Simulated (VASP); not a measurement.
Wanted: the native input for a VASP 6.6.1 run.

```yaml
Task: single point
Functional: PBEsol
Potentials_or_basis: VASP PAW PBE potentials, release 64 (Sn_d, O)
Cutoff: 520 eV
k_mesh: 12 × 12 × 4
Occupations: methfessel-paxton, width 0.01 eV
Spin: no spin polarisation
Dipole_correction: no
Further_INCAR_settings: ALGO = Normal; EDIFF = 1e-07; NBANDS = 35
```

The structure of SnO2 lies in POSCAR:

```
SnO2
1.0
    3.2305756200      0.0000000000      0.0000000000
   -1.6152878100      2.7977605500      0.0000000000
    0.0000000000      0.0000000000     10.7905620000
Sn O
2 4
Direct
    0.0000000000      0.0000000000      0.5000000000
    0.0000000000      0.0000000000      0.0000000000
    0.6666666680      0.3333333298      0.4058619996
    0.6666666680      0.3333333298      0.0941380004
    0.3333333289      0.6666666702      0.5941380004
    0.3333333289      0.6666666702      0.9058619996
```

The input as run:

INCAR

```
PREC = Accurate ; ENCUT = 520
EDIFF = 1E-7 ; ISMEAR = 1
SIGMA = 0.01 ; LREAL = False
LASPH = True ; NELM = 100
ALGO = Normal ; ISIF = 2
LWAVE = False ; LCHARG = False
GGA = PS ; NBANDS = 35
```

KPOINTS

```
Automatic mesh
0
Gamma
  12 12 4
```

Potentials or basis: VASP PAW PBE potentials, release 64 (Sn_d, O).

Launch:

```console
$ cat potpaw_PBE.64/Sn_d/POTCAR potpaw_PBE.64/O/POTCAR > POTCAR
$ mpirun -np 1 vasp_std > vasp.out
```

Results of the run:

```
Pressure               : -3.8 GPa
Largest force          : 0.335 eV/Å
Band gap on the k mesh : 2.05 eV, indirect (least direct gap 2.45 eV)
```

Caveat: the PAW data sets were made with another functional, which shifts forces and pressure a little; spin-orbit coupling is left out, which moves the levels of the heavy elements.

Run time: 2.1 min on 1 thread of Intel(R) Xeon(R) Platinum 8375C CPU @ 2.90GHz (Ice Lake), on a shared host, peak memory 0.29 GiB.
